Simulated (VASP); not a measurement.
# As (P6/mmm) in VASP: notebook, part 2 of 2

VASP 6.6.1.

### 4 Single point, PBE (volume scaled by 0.43)

The input, INCAR:

```
SYSTEM = As
PREC = Accurate ; ENCUT = 600
EDIFF = 1E-6 ; ISMEAR = -1
SIGMA = 0.1 ; LREAL = .False.
LASPH = .True. ; NELM = 120
ALGO = Normal ; ISIF = 2
LWAVE = .False. ; LCHARG = .False.
GGA = PE ; NBANDS = 30
GGA_COMPAT = .False.
```

The input, KPOINTS:

```
regular mesh
0
Gamma
  8 8 10
  0 0 0
```

The input, POSCAR:

```
As
1.0
    3.6603706098      0.0000000000      0.0000000000
   -1.8301853049      3.1699739354      0.0000000000
    0.0000000000      0.0000000000      2.1440152472
As
3
Direct
    0.0000000000      0.0000000000      0.0000000000
    0.3333333333      0.6666666667      0.5000000000
    0.6666666667      0.3333333333      0.5000000000
```

Potentials or basis: VASP PAW PBE potentials, release 64 (As_d).

On the command line:

```bash
$ cat potpaw_PBE.64/As_d/POTCAR > POTCAR
$ mpirun -np 1 vasp_std > vasp.out
```

OUTCAR:

```text
SYSTEM = As
   PREC = Accurate
   ENCUT = 600
   EDIFF = 1E-6
   ISMEAR = -1
   LREAL = .False.
   LASPH = .True.
   NELM = 120
   ISIF = 2
   GGA = PE

 ion  position               nearest neighbor table
   1  0.000  0.000  0.000-   2 2.37   3 2.37   2 2.37   3 2.37   3 2.37   3 2.37   2 2.37   2 2.37
                             3 2.37   3 2.37   2 2.37   2 2.37
   2  0.333  0.667  0.500-   3 2.11   3 2.11   3 2.11   1 2.37   1 2.37   1 2.37   1 2.37   1 2.37
                             1 2.37
   3  0.667  0.333  0.500-   2 2.11   2 2.11   2 2.11   1 2.37   1 2.37   1 2.37   1 2.37   1 2.37
                             1 2.37

  LATTYP: Found a hexagonal cell.
 ALAT       =     3.6603706098
 C/A-ratio  =     0.5857372042

  Lattice vectors:

 A1 = (   3.6603706098,   0.0000000000,   0.0000000000)
 A2 = (  -1.8301853049,   3.1699739354,   0.0000000000)
 A3 = (   0.0000000000,   0.0000000000,   2.1440152472)

Analysis of symmetry for initial positions (statically):
=====================================================================
 Subroutine PRICEL returns:
 Original cell was already a primitive cell.

 Routine SETGRP: Setting up the symmetry group for a
 hexagonal supercell.

 Subroutine GETGRP returns: Found 24 space group operations
 (whereof 24 operations were pure point group operations)
 out of a pool of 24 trial point group operations.

The static configuration has the point symmetry D_6h.

Analysis of symmetry for dynamics (positions and initial velocities):
=====================================================================
 Subroutine PRICEL returns:
 Original cell was already a primitive cell.

 Routine SETGRP: Setting up the symmetry group for a
 hexagonal supercell.

 Subroutine GETGRP returns: Found 24 space group operations
 (whereof 24 operations were pure point group operations)
 out of a pool of 24 trial point group operations.

The dynamic configuration has the point symmetry D_6h.

 Subroutine INISYM returns: Found 24 space group operations
 (whereof 24 operations are pure point group operations),
 and found     1 'primitive' translations

----------------------------------------------------------------------------------------

                                     Primitive cell

  volume of cell :      24.8776

  direct lattice vectors                    reciprocal lattice vectors
     3.660370610  0.000000000  0.000000000     0.273196380  0.157730004  0.000000000
    -1.830185305  3.169973935  0.000000000     0.000000000  0.315460007  0.000000000
     0.000000000  0.000000000  2.144015247     0.000000000  0.000000000  0.466414594

  length of vectors
     3.660370610  3.660370610  2.144015247     0.315460007  0.315460007  0.466414594

  position of ions in fractional coordinates (direct lattice)
     0.000000000  0.000000000  0.000000000
     0.333333333  0.666666667  0.500000000
     0.666666667  0.333333333  0.500000000

  ion indices of the primitive-cell ions
   primitive index   ion index
                 1           1
                 2           2
                 3           3

----------------------------------------------------------------------------------------

 KPOINTS: regular mesh

Automatic generation of k-mesh.
 Grid dimensions read from file:
 generate k-points for:    8    8   10

 Generating k-lattice:

  Cartesian coordinates                     Fractional coordinates (reciprocal lattice)
     0.034149547  0.019716250  0.000000000     0.125000000  0.000000000  0.000000000
     0.000000000  0.039432501  0.000000000     0.000000000  0.125000000  0.000000000
     0.000000000  0.000000000  0.046641459     0.000000000  0.000000000  0.100000000

  Length of vectors
     0.039432501  0.039432501  0.046641459

  Shift w.r.t. Gamma in fractional coordinates (k-lattice)
     0.000000000  0.000000000  0.000000000

 Subroutine IBZKPT returns following result:
 ===========================================

 Found     60 irreducible k-points:

 Following reciprocal coordinates:
            Coordinates               Weight
  0.000000  0.000000  0.000000      1.000000
  0.125000 -0.000000  0.000000      6.000000
  0.250000 -0.000000  0.000000      6.000000
  0.375000 -0.000000  0.000000      6.000000
  0.500000 -0.000000  0.000000      3.000000
  0.125000  0.125000  0.000000      6.000000
[... 16 lines left out ...]
  0.250000 -0.000000  0.200000     12.000000
  0.375000 -0.000000  0.200000     12.000000
 [... further k-points ...]
   k-points           NKPTS =     60   k-points in BZ     NKDIM =     60   number of bands    NBANDS=     30
   number of dos      NEDOS =    301   number of ions     NIONS =      3
   total plane-waves  NPLWV =  16200
   dimension x,y,z NGX =    30 NGY =   30 NGZ =   18
   dimension x,y,z NGXF=    60 NGYF=   60 NGZF=   36
   ions per type =               3
   NGX,Y,Z   is equivalent  to a cutoff of  13.63, 13.63, 13.96 a.u.
   NGXF,Y,Z  is equivalent  to a cutoff of  27.25, 27.25, 27.91 a.u.
 SYSTEM =  As
   PREC   = accura    normal or accurate (medium, high low for compatibility)
   ISTART =      0    job   : 0-new  1-cont  2-samecut
   ICHARG =      2    charge: 1-file 2-atom 10-const
   ISPIN  =      1    spin polarized calculation?
   LNONCOLLINEAR =      F non collinear calculations
   LSORBIT =      F    spin-orbit coupling
   LASPH  =      T    aspherical Exc in radial PAW
   ENCUT  =  600.0 eV  44.10 Ry    6.64 a.u.   7.31  7.31  4.28*2*pi/ulx,y,z
   NELM   =    120;   NELMIN=  2; NELMDL= -5     # of ELM steps
   EDIFF  = 0.1E-05   stopping-criterion for ELM
   LREAL  =      F    real-space projection
   EDIFFG = 0.1E-04   stopping-criterion for IOM
   NSW    =      0    number of steps for IOM
   IBRION =     -1    ionic relax: 0-MD 1-quasi-New 2-CG
   NFREE  =      0    steps in history (QN), initial steepest desc. (CG)
   ISIF   =      2    stress and relaxation
   ISYM   =      2    0-nonsym 1-usesym 2-fastsym
   POTIM  = 0.5000    time-step for ionic-motion
   TEBEG  =    0.0;   TEEND  =   0.0 temperature during run
   PSTRESS=    0.0 pullay stress
   NELECT =      45.0000    total number of electrons
   NUPDOWN=      -1.0000    fix difference up-down
   EMIN   =  10.00;   EMAX   =-10.00  energy-range for DOS
   EFERMI =   0.00;   METHOD = LEGACY
   ISMEAR =    -1;   SIGMA  =   0.10  broadening in eV -4-tet -1-fermi 0-gaus
   EFERMI_NEDOS =   21; number of points for ismear=-14 and -15
   IALGO  =     38    algorithm
   IMIX   =      4    mixing-type and parameters
     AMIX     =   0.40;   BMIX     =  1.00
     AMIX_MAG =   1.60;   BMIX_MAG =  1.00
  volume/ion in A,a.u.               =       8.29        55.96
  Fermi-wavevector in a.u.,A,eV,Ry     =   1.994693  3.769424 54.134879  3.978801
  Thomas-Fermi vector in A             =   3.011563
   LORBIT       =      0    0 simple, 1 ext, 2 COOP (PROOUT), +10 PAW based schemes
   GGA     = PE    functional components
   LHFCALC =     F    Hartree Fock is set to
   AEXX    =    0.0000 exact exchange contribution
   IVDW    =     0    specifies the selected vdW correction
   LEPSILON=     F    determine dielectric tensor
   LRPA    =     F    only Hartree local field effects (RPA)
 non-spin polarized calculation
  energy-cutoff  :      600.00
  volume of cell :       24.88
 maximum number of plane-waves:       855
 NGX is ok and might be reduce to    30
   NGX = 15   NGY = 15   NGZ =  9

 number of electron      44.9999975 magnetization

 Free energy of the ion-electron system (eV)
  ---------------------------------------------------
  ext. energy  EPLUGINS =         0.00000000
  ---------------------------------------------------
  free energy    TOTEN  =         7.56638483 eV

  energy without entropy =        7.59161740  energy(sigma->0) =        7.57900111

 E-fermi :  16.2957     XC(G=0): -16.6137

 val. band max:       16.2452911050   @ k =   0.0000   0.0000   0.5000
 cond. band min:      16.3068081239   @ k =   0.1250  -0.0000   0.4000
 fundamental gap:      0.0615170188
 Fermi energy:        16.2956677862

 k-point     1 :       0.0000    0.0000    0.0000
  band No.  band energies     occupation
      1     -22.3723      2.00000
      2     -22.0375      2.00000
      3     -21.9387      2.00000
      4     -21.9387      2.00000
      5     -21.8215      2.00000
      6     -21.7436      2.00000
[... 22 lines left out ...]
     29      34.6593      0.00000
     30      35.2488      0.00000
[... 728 lines left out ...]
  band No.  band energies     occupation
      1     -22.1501      2.00000
      2     -22.0951      2.00000
      3     -22.0606      2.00000
      4     -21.8628      2.00000
      5     -21.8343      2.00000
      6     -21.7800      2.00000
[... 22 lines left out ...]
     29      31.0070      0.00000
     30      33.6675      0.00000

 [... further k-points ...]
[... 5 lines left out ...]
  --------------------------------------------------------------------------------------
  -------------------------------------------------------------------------------------
  Total       65.3705301     65.3705301     65.2825116      0.0000000      0.0000000      0.0000000
  in kB     4210.0181530   4210.0181532   4204.3495525      0.0000000      0.0000000      0.0000000
  external PRESSURE =    4208.1286196 kB  Pullay stress =       0.0000000 kB

 VOLUME and BASIS-vectors are now :
 -----------------------------------------------------------------------------
  energy-cutoff  :      600.00
  volume of cell :       24.88
      direct lattice vectors                 reciprocal lattice vectors
     3.660370610  0.000000000  0.000000000     0.273196380  0.157730004  0.000000000
    -1.830185305  3.169973935  0.000000000     0.000000000  0.315460007  0.000000000
     0.000000000  0.000000000  2.144015247     0.000000000  0.000000000  0.466414594

 POSITION                                       TOTAL-FORCE (eV/Angst)
 -----------------------------------------------------------------------------------
      0.00000      0.00000      0.00000         0.000000      0.000000      0.000000
     -0.00000      2.11332      1.07201         0.000000     -0.000000     -0.000000
      1.83019      1.05666      1.07201        -0.000000      0.000000      0.000000
 -----------------------------------------------------------------------------------
    total drift:                               -0.000000      0.000000      0.000000

  FREE ENERGIE OF THE ION-ELECTRON SYSTEM (eV)
  ---------------------------------------------------
  free  energy   TOTEN  =         7.5663848327 eV

  energy  without entropy=        7.5916173954  energy(sigma->0) =        7.57900111
```

OSZICAR:

```text
N       E                     dE             d eps       ncg     rms          rms(c)
DAV:   1     0.327009683088E+03    0.32701E+03   -0.17149E+04  4968   0.808E+03
DAV:   2     0.542775516242E+02   -0.27273E+03   -0.25833E+03  3700   0.957E+02
DAV:   3     0.882267788315E+01   -0.45455E+02   -0.44014E+02  3746   0.189E+02
DAV:   4     0.674613718761E+01   -0.20765E+01   -0.20531E+01  4210   0.485E+01
DAV:   5     0.672248338244E+01   -0.23654E-01   -0.23647E-01  3982   0.597E+00    0.186E+01
DAV:   6     0.726693775725E+01    0.54445E+00   -0.12904E-01  5212   0.865E+00    0.108E+01
DAV:   7     0.756673415569E+01    0.29980E+00   -0.27496E-01  4564   0.864E+00    0.406E-01
DAV:   8     0.756662955575E+01   -0.10460E-03   -0.93509E-03  4966   0.207E+00    0.161E-01
DAV:   9     0.756639510151E+01   -0.23445E-03   -0.69503E-04  5726   0.456E-01    0.400E-02
DAV:  10     0.756638583138E+01   -0.92701E-05   -0.11161E-04  4640   0.315E-01    0.956E-03
DAV:  11     0.756638388140E+01   -0.19500E-05   -0.12078E-05  4258   0.392E-02    0.190E-03
DAV:  12     0.756638483273E+01    0.95134E-06   -0.59395E-07  2700   0.250E-02
   1 F= 0.75663848E+01 E0= 0.75790011E+01  d E =-.252326E-01
```

stdout:

```text
POSCAR found type information on POSCAR As
 POSCAR found :  1 types and       3 ions
 scaLAPACK will be used
 LDA part: xc-table for (Slater+PW92), standard interpolation
 POSCAR, INCAR and KPOINTS ok, starting setup
 FFT: planning ... GRIDC
 FFT: planning ... GRID_SOFT
 FFT: planning ... GRID
 WAVECAR not read
 entering main loop
```

It took 39 s on 1 thread of Intel Xeon Platinum 8375C at 2.90GHz (Ice Lake), shared host; peak memory 0.16 GiB.

What came out:

```
Free energy : 7.5664 eV
Pressure    : 420.8 GPa
```

Levels at points of the mesh, in eV from the Fermi level:
```csv
k point,band 19,band 20,band 21,band 22,band 23,band 24,band 25,band 26,band 27,band 28
"(0.00, 0.00, 0.00)",-11.29,-11.29,-11.08,-11.05,4.19,9.15,15.45,15.45,17.92,18.01
"(0.50, 0.00, 0.00)",-14.60,-0.36,-0.14,0.05,0.17,4.88,8.35,8.41,9.30,12.13
"(0.00, 0.00, 0.50)",-5.68,-5.68,-4.68,-3.25,-3.25,-2.29,-2.29,-2.07,-0.05,0.31
"(0.50, 0.00, 0.50)",-13.37,-8.22,-7.19,-6.75,-5.35,5.55,5.70,6.66,8.29,8.91
```

Caveat: the cell differs from its parent crystal (volume scaled by 0.43).

### 5 Single point, PBE

This run uses another cell than the first one, of 9.64 Å³/atom, 0.507 times its volume.

The input, INCAR:

```
SYSTEM = As
PREC     = Accurate       ! precision mode
ENCUT    = 600            ! plane-wave cutoff, eV
EDIFF    = 1E-6           ! SCF threshold, eV
ISMEAR   = -1             ! smearing method
SIGMA    = 0.1            ! smearing width, eV
LREAL    = .FALSE.        ! projectors in reciprocal space
LASPH    = .TRUE.         ! aspherical terms in the spheres
NELM     = 120            ! most SCF steps
ALGO     = Normal         ! electronic algorithm
ISIF     = 2              ! what is computed and relaxed
LWAVE    = .FALSE.        ! write WAVECAR
LCHARG   = .FALSE.        ! write CHGCAR
GGA      = PE             ! functional
NBANDS   = 30             ! bands
GGA_COMPAT= .FALSE.
```

The input, KPOINTS:

```
regular mesh
0
G
  8 8 10
  0 0 0
```

The input, POSCAR:

```
As
1.0
    3.8527620977      0.0000000000      0.0000000000
   -1.9263810488      3.3365898513      0.0000000000
    0.0000000000      0.0000000000      2.2502727027
As
3
Direct
    0.0000000000      0.0000000000      0.0000000000
    0.3333333333      0.6666666667      0.5000000000
    0.6666666667      0.3333333333      0.5000000000
```

Potentials or basis: VASP PAW PBE potentials, release 64 (As_d).

On the command line:

```bash
$ cat potpaw_PBE.64/As_d/POTCAR > POTCAR
$ mpirun -np 1 vasp_std > vasp.out
```

OUTCAR:

```text
SYSTEM = As
   PREC = Accurate
   ENCUT = 600
   EDIFF = 1E-6
   ISMEAR = -1
   LREAL = .FALSE.
   LASPH = .TRUE.
   NELM = 120
   ISIF = 2
   GGA = PE

 ion  position               nearest neighbor table
   1  0.000  0.000  0.000-   2 2.49   3 2.49   2 2.49   3 2.49   2 2.49   2 2.49   3 2.49   3 2.49
                             3 2.49   3 2.49   2 2.49   2 2.49
   2  0.333  0.667  0.500-   3 2.22   3 2.22   3 2.22   1 2.49   1 2.49   1 2.49   1 2.49   1 2.49
                             1 2.49
   3  0.667  0.333  0.500-   2 2.22   2 2.22   2 2.22   1 2.49   1 2.49   1 2.49   1 2.49   1 2.49
                             1 2.49

  LATTYP: Found a hexagonal cell.
 ALAT       =     3.8527620977
 C/A-ratio  =     0.5840673900

  Lattice vectors:

 A1 = (   3.8527620977,   0.0000000000,   0.0000000000)
 A2 = (  -1.9263810488,   3.3365898513,   0.0000000000)
 A3 = (   0.0000000000,   0.0000000000,   2.2502727027)

Analysis of symmetry for initial positions (statically):
=====================================================================
 Subroutine PRICEL returns:
 Original cell was already a primitive cell.

 Routine SETGRP: Setting up the symmetry group for a
 hexagonal supercell.

[... 163 lines left out ...]
  ---------------------------------------------------
  free energy    TOTEN  =        -0.66876868 eV

  energy without entropy =       -0.64780624  energy(sigma->0) =       -0.65828746

 E-fermi :  13.5383     XC(G=0): -15.5647

 val. band max:       13.4989254831   @ k =   0.1250   0.1250   0.5000
 cond. band min:      13.6907712407   @ k =   0.1250   0.1250   0.4000
 fundamental gap:      0.1918457576
 Fermi energy:        13.5383343547

 k-point     1 :       0.0000    0.0000    0.0000
  band No.  band energies     occupation
      1     -24.3250      2.00000
      2     -24.1058      2.00000
      3     -24.0461      2.00000
      4     -24.0461      2.00000
      5     -23.9021      2.00000
      6     -23.9021      2.00000
[... 781 lines left out ...]
     29      26.9644      0.00000
     30      29.8532      0.00000

 [... further k-points ...]
[... 5 lines left out ...]
  --------------------------------------------------------------------------------------
  -------------------------------------------------------------------------------------
  Total       44.7945437     44.7945437     44.6647035      0.0000000     -0.0000000      0.0000000
  in kB     2480.9929478   2480.9929477   2473.8016128      0.0000000     -0.0000000      0.0000000
  external PRESSURE =    2478.5958361 kB  Pullay stress =       0.0000000 kB

 VOLUME and BASIS-vectors are now :
 -----------------------------------------------------------------------------
  energy-cutoff  :      600.00
  volume of cell :       28.93
      direct lattice vectors                 reciprocal lattice vectors
     3.852762098  0.000000000  0.000000000     0.259554048  0.149853600  0.000000000
    -1.926381049  3.336589851  0.000000000     0.000000000  0.299707199  0.000000000
     0.000000000  0.000000000  2.250272703     0.000000000  0.000000000  0.444390584

 POSITION                                       TOTAL-FORCE (eV/Angst)
 -----------------------------------------------------------------------------------
      0.00000      0.00000      0.00000         0.000000      0.000000      0.000000
     -0.00000      2.22439      1.12514         0.000000     -0.000000      0.000000
      1.92638      1.11220      1.12514        -0.000000     -0.000000     -0.000000
 -----------------------------------------------------------------------------------
    total drift:                               -0.000000      0.000000      0.000000

  FREE ENERGIE OF THE ION-ELECTRON SYSTEM (eV)
  ---------------------------------------------------
  free  energy   TOTEN  =        -0.6687686838 eV

  energy  without entropy=       -0.6478062406  energy(sigma->0) =       -0.65828746
```

OSZICAR:

```text
N       E                     dE             d eps       ncg     rms          rms(c)
DAV:   1     0.323721080462E+03    0.32372E+03   -0.17853E+04  4962   0.816E+03
DAV:   2     0.481657936114E+02   -0.27556E+03   -0.26151E+03  3644   0.976E+02
DAV:   3     0.116363159615E+01   -0.47002E+02   -0.45516E+02  3794   0.189E+02
DAV:   4    -0.104916487327E+01   -0.22128E+01   -0.21933E+01  4254   0.488E+01
DAV:   5    -0.107587752151E+01   -0.26713E-01   -0.26708E-01  4012   0.653E+00    0.141E+01
DAV:   6    -0.815844481473E+00    0.26003E+00   -0.60827E-02  5406   0.640E+00    0.822E+00
DAV:   7    -0.668531350409E+00    0.14731E+00   -0.13598E-01  4690   0.568E+00    0.275E-01
DAV:   8    -0.668624450587E+00   -0.93100E-04   -0.48934E-03  5228   0.185E+00    0.110E-01
DAV:   9    -0.668761041827E+00   -0.13659E-03   -0.53570E-04  5746   0.547E-01    0.283E-02
DAV:  10    -0.668766423820E+00   -0.53820E-05   -0.55234E-05  5660   0.176E-01    0.750E-03
DAV:  11    -0.668768647105E+00   -0.22233E-05   -0.72860E-06  4198   0.751E-02    0.123E-03
DAV:  12    -0.668768683801E+00   -0.36696E-07   -0.17812E-06  2788   0.125E-02
   1 F= -.66876868E+00 E0= -.65828746E+00  d E =-.209624E-01
```

Wall time 41 s (1 thread of Intel Xeon Platinum 8259CL at 2.50GHz (Skylake/Cascade Lake), shared host); peak memory 0.17 GiB.

Results:

* Free energy: -0.6688 eV
* Pressure: 247.9 GPa

### 6 The runs side by side

```tsv
task	potentials or basis	cell	second run	gap on the mesh (eV)	pressure (GPa)
relaxation of cell and atoms	VASP PAW PBE potentials, release 64 (As)	relaxed from a = 4.735, b = 4.735, c = 2.936 Å, angles 90.0, 90.0, 120.0°, 3 atoms	-	none	0.0
single point	VASP PAW PBE potentials, release 64 (As_d)	a = 3.853, b = 3.853, c = 2.250 Å, angles 90.0, 90.0, 120.0°, 3 atoms	valence_matched	none	247.9
single point	VASP PAW PBE potentials, release 64 (As_d)	a = 3.660, b = 3.660, c = 2.144 Å, angles 90.0, 90.0, 120.0°, 3 atoms	valence_matched	none	420.8
```

Alike in all rows: level PBE; no spin polarisation; k mesh 8 × 8 × 10; cutoff (eV) 600; smearing fermi-dirac 0.1 eV.

Total energies depend on the potentials used, so only differences within one code and one set of settings carry meaning.
